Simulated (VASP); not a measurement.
# FeCoC4N4 (P-43m) in VASP: single point with PBE

Aim: the single point of FeCoC4N4 with PBE.

All numbers are computed with VASP 6.6.1; they aren't measurements. Logs are shortened: lines on timing, memory, paths and dates and some standing lists are left out, and cuts for length are marked.

**1. The cell of the first run**

The structure is cubic, space group P-43m (No. 215). The conventional cell has a = 5.818 Å, b = 5.818 Å, c = 5.818 Å, α = 90.00°, β = 90.00°, γ = 90.00°. Within 2.6 Å of Fe (site symmetry -43m) lie 4 N at 1.94 Å. Co (site symmetry -43m) has 4 C at 1.92 Å within 2.5 Å. Within 1.6 Å of C (site symmetry 3m) lie 1 N at 1.17 Å. N (site symmetry 3m) has 1 C at 1.17 Å within 1.6 Å.

**2. Single point, PBE, collinear spin, ferromagnetic start**

Contents of INCAR:

```
SYSTEM = FeCoC4N4
PREC = Accurate
ENCUT = 700
EDIFF = 1E-6
ISMEAR = 0
SIGMA = 0.1
LREAL = .False.
LASPH = .True.
NELM = 200
ALGO = Normal
ISIF = 2
LWAVE = .False.
LCHARG = .False.
ISPIN = 2
MAGMOM = 4 3 0 0 0 0 0 0 0 0
LORBIT = 11
LMAXMIX = 4
GGA = PE
NBANDS = 50
GGA_COMPAT = .False.
```

Contents of KPOINTS:

```
Automatic mesh
0
Gamma
  4 4 4
  0 0 0
```

Contents of POSCAR:

```
FeCoC4N4
1.0
    5.8180442788      0.0000000000      0.0000000000
    0.0000000000      5.8180442788      0.0000000000
    0.0000000000      0.0000000000      5.8180442788
Fe Co C N
1 1 4 4
Direct
    0.5000000000      0.5000000000      0.5000000000
    0.0000000000      0.0000000000      0.0000000000
    0.1904417256      0.1904417256      0.1904417256
    0.1904417256      0.8095582744      0.8095582744
    0.8095582744      0.1904417256      0.8095582744
    0.8095582744      0.8095582744      0.1904417256
    0.3069994587      0.3069994587      0.3069994587
    0.3069994587      0.6930005413      0.6930005413
    0.6930005413      0.3069994587      0.6930005413
    0.6930005413      0.6930005413      0.3069994587
```

Potentials or basis: VASP PAW PBE potentials, release 64 (Fe_sv, Co_sv, C, N).

Launch:

```console
cat potpaw_PBE.64/Fe_sv/POTCAR potpaw_PBE.64/Co_sv/POTCAR potpaw_PBE.64/C/POTCAR potpaw_PBE.64/N/POTCAR > POTCAR
mpirun -np 1 vasp_std > vasp.out
```

OUTCAR:

```text
SYSTEM = FeCoC4N4
   PREC = Accurate
   ENCUT = 700
   EDIFF = 1E-6
   ISMEAR = 0
   LREAL = .False.
   LASPH = .True.
   NELM = 200
   ISIF = 2
   ISPIN = 2
   LORBIT = 11
   GGA = PE

 ion  position               nearest neighbor table
   1  0.500  0.500  0.500-   7 1.94   8 1.94   9 1.94  10 1.94
   2  0.000  0.000  0.000-   3 1.92   4 1.92   5 1.92   6 1.92
   3  0.190  0.190  0.190-   7 1.17   2 1.92
   4  0.190  0.810  0.810-   8 1.17   2 1.92
   5  0.810  0.190  0.810-   9 1.17   2 1.92
   6  0.810  0.810  0.190-  10 1.17   2 1.92
   7  0.307  0.307  0.307-   3 1.17   1 1.94
   8  0.307  0.693  0.693-   4 1.17   1 1.94
   9  0.693  0.307  0.693-   5 1.17   1 1.94
  10  0.693  0.693  0.307-   6 1.17   1 1.94

  LATTYP: Found a simple cubic cell.
 ALAT       =     5.8180442788

  Lattice vectors:

 A1 = (   5.8180442788,   0.0000000000,   0.0000000000)
 A2 = (   0.0000000000,   5.8180442788,   0.0000000000)
 A3 = (   0.0000000000,   0.0000000000,   5.8180442788)

Analysis of symmetry for initial positions (statically):
=====================================================================
 Subroutine PRICEL returns:
 Original cell was already a primitive cell.

 Routine SETGRP: Setting up the symmetry group for a
 simple cubic supercell.

 Subroutine GETGRP returns: Found 24 space group operations
 (whereof 24 operations were pure point group operations)
 out of a pool of 48 trial point group operations.

The static configuration has the point symmetry T_d .

Analysis of symmetry for dynamics (positions and initial velocities):
=====================================================================
 Subroutine PRICEL returns:
 Original cell was already a primitive cell.

 Routine SETGRP: Setting up the symmetry group for a
 simple cubic supercell.

 Subroutine GETGRP returns: Found 24 space group operations
 (whereof 24 operations were pure point group operations)
 out of a pool of 48 trial point group operations.

The dynamic configuration has the point symmetry T_d .

Analysis of structural, dynamic, and magnetic symmetry:
=====================================================================
 Subroutine PRICEL returns:
 Original cell was already a primitive cell.

 Routine SETGRP: Setting up the symmetry group for a
 simple cubic supercell.

 Subroutine GETGRP returns: Found 24 space group operations
 (whereof 24 operations were pure point group operations)
 out of a pool of 48 trial point group operations.

The overall configuration has the point symmetry T_d .

[... 148 lines left out ...]

 val. band max:       -0.4262726170   @ k =   0.2500   0.2500   0.0000
 cond. band min:      -0.4043933314   @ k =   0.5000   0.5000   0.2500
 fundamental gap:      0.0218792856
 Fermi energy:        -0.4087699873

 spin component 1

 k-point     1 :       0.0000    0.0000    0.0000
  band No.  band energies     occupation
      1     -97.1458      1.00000
      2     -90.3184      1.00000
      3     -60.3752      1.00000
      4     -60.3752      1.00000
      5     -60.3752      1.00000
      6     -56.3321      1.00000
[... 479 lines left out ...]
     45       4.8556      0.00000
     46       4.8556      0.00000
 Fermi energy:        -0.4087699873

 spin component 2

 k-point     1 :       0.0000    0.0000    0.0000
  band No.  band energies     occupation
      1     -94.6270      1.00000
      2     -86.1660      1.00000
      3     -57.9175      1.00000
      4     -57.9174      1.00000
      5     -57.9174      1.00000
      6     -52.2768      1.00000
[... 479 lines left out ...]
     45       5.0545      0.00000
     46       5.0545      0.00000
 [bands above 46 left out]

------------------------ aborting loop because EDIFF is reached ----------------------------------------

  FORCE on cell =-STRESS in cart. coord.  units (eV):
  Direction    XX          YY          ZZ          XY          YZ          ZX
  --------------------------------------------------------------------------------------
  -------------------------------------------------------------------------------------
  Total       -0.0957448     -0.0957448     -0.0957448      0.0000000      0.0000000     -0.0000000
  in kB       -0.7789230     -0.7789230     -0.7789230      0.0000000      0.0000000     -0.0000000
  external PRESSURE =      -0.7789230 kB  Pullay stress =       0.0000000 kB

 VOLUME and BASIS-vectors are now :
 -----------------------------------------------------------------------------
  energy-cutoff  :      700.00
  volume of cell :      196.94
      direct lattice vectors                 reciprocal lattice vectors
     5.818044279  0.000000000  0.000000000     0.171879063  0.000000000  0.000000000
     0.000000000  5.818044279  0.000000000     0.000000000  0.171879063  0.000000000
     0.000000000  0.000000000  5.818044279     0.000000000  0.000000000  0.171879063

 POSITION                                       TOTAL-FORCE (eV/Angst)
 -----------------------------------------------------------------------------------
      2.90902      2.90902      2.90902         0.000000     -0.000000     -0.000000
      0.00000      0.00000      0.00000         0.000000     -0.000000     -0.000000
      1.10800      1.10800      1.10800        -0.197878     -0.197878     -0.197878
      1.10800      4.71005      4.71005        -0.197878      0.197878      0.197878
      4.71005      1.10800      4.71005         0.197878     -0.197878      0.197878
      4.71005      4.71005      1.10800         0.197878      0.197878     -0.197878
      1.78614      1.78614      1.78614         0.206911      0.206911      0.206911
      1.78614      4.03191      4.03191         0.206911     -0.206911     -0.206911
      4.03191      1.78614      4.03191        -0.206911      0.206911     -0.206911
      4.03191      4.03191      1.78614        -0.206911     -0.206911      0.206911
 -----------------------------------------------------------------------------------
    total drift:                                0.000000      0.000000      0.000000

  FREE ENERGIE OF THE ION-ELECTRON SYSTEM (eV)
  ---------------------------------------------------
  free  energy   TOTEN  =       -81.5572680400 eV

  energy  without entropy=      -81.5255942092  energy(sigma->0) =      -81.54143112

 total charge

# of ion       s       p       d       tot
------------------------------------------
    1        2.140   6.039   5.371  13.550
    2        2.239   6.171   6.563  14.973
    3        0.959   1.612   0.000   2.571
    4        0.959   1.612   0.000   2.571
    5        0.959   1.612   0.000   2.571
    6        0.959   1.612   0.000   2.571
    7        1.294   2.589   0.000   3.884
    8        1.294   2.589   0.000   3.884
    9        1.294   2.589   0.000   3.884
   10        1.294   2.589   0.000   3.884
--------------------------------------------------
tot         13.391  29.016  11.934  54.341

 magnetization (x)

# of ion       s       p       d       tot
------------------------------------------
    1        0.012   0.027   3.392   3.431
    2        0.008   0.052   1.994   2.054
    3        0.018   0.049   0.000   0.066
    4        0.018   0.049   0.000   0.066
    5        0.018   0.049   0.000   0.066
    6        0.018   0.049   0.000   0.066
    7        0.012   0.066   0.000   0.079
    8        0.012   0.066   0.000   0.079
    9        0.012   0.066   0.000   0.079
   10        0.012   0.066   0.000   0.079
--------------------------------------------------
tot          0.139   0.538   5.387   6.064
```

OSZICAR:

```text
N       E                     dE             d eps       ncg     rms          rms(c)
DAV:   1     0.938713474077E+03    0.93871E+03   -0.40461E+04  3024   0.201E+03
[... 21 lines left out ...]
DAV:  23    -0.815575040984E+02    0.30508E-03   -0.13673E-04  3410   0.127E-01    0.549E-01
DAV:  24    -0.815573096601E+02    0.19444E-03   -0.13947E-04  3602   0.129E-01    0.305E-01
DAV:  25    -0.815572812665E+02    0.28394E-04   -0.55214E-05  3264   0.617E-02    0.171E-01
DAV:  26    -0.815572720493E+02    0.92172E-05   -0.11142E-05  3030   0.379E-02    0.825E-02
DAV:  27    -0.815572687101E+02    0.33392E-05   -0.51769E-06  2524   0.232E-02    0.430E-02
DAV:  28    -0.815572675666E+02    0.11436E-05   -0.29144E-06  2016   0.195E-02    0.107E-02
DAV:  29    -0.815572680400E+02   -0.47343E-06   -0.14210E-06  1494   0.106E-02
   1 F= -.81557268E+02 E0= -.81541431E+02  d E =-.316738E-01  mag=     7.0002
```

Wall time 15 min (1 thread of Intel Xeon Platinum 8375C at 2.90GHz (Ice Lake), shared host); peak memory 0.6 GiB.

What came out:

```yaml
Free_energy: -81.5573 eV
Pressure: -0.1 GPa
Largest_force: 0.358 eV/Å
Band_gap_on_the_k_mesh: zero (filled and empty bands overlap)
Net_moment: 7.00 μB per cell
Site_moments: Fe +3.43; Co +2.05; C +0.07; N +0.08 μB
Valence_electrons_inside_the_program's_atomic_spheres: Fe 13.55; Co 14.97; C 2.57; N 3.88
```

Forces in eV/Å, atoms in the order of the input:
```
Fe   0.000  0.000  0.000
Co   0.000  0.000  0.000
C   -0.198 -0.198 -0.198
C   -0.198  0.198  0.198
C    0.198 -0.198  0.198
C    0.198  0.198 -0.198
N    0.207  0.207  0.207
N    0.207 -0.207 -0.207
N   -0.207  0.207 -0.207
N   -0.207 -0.207  0.207
```

With open d or f shells a metallic result of PBE can be an artefact of self-interaction; +U or a hybrid may open a gap.

The gap in the log of VASP goes by the Fermi energy; the results here count the filled bands.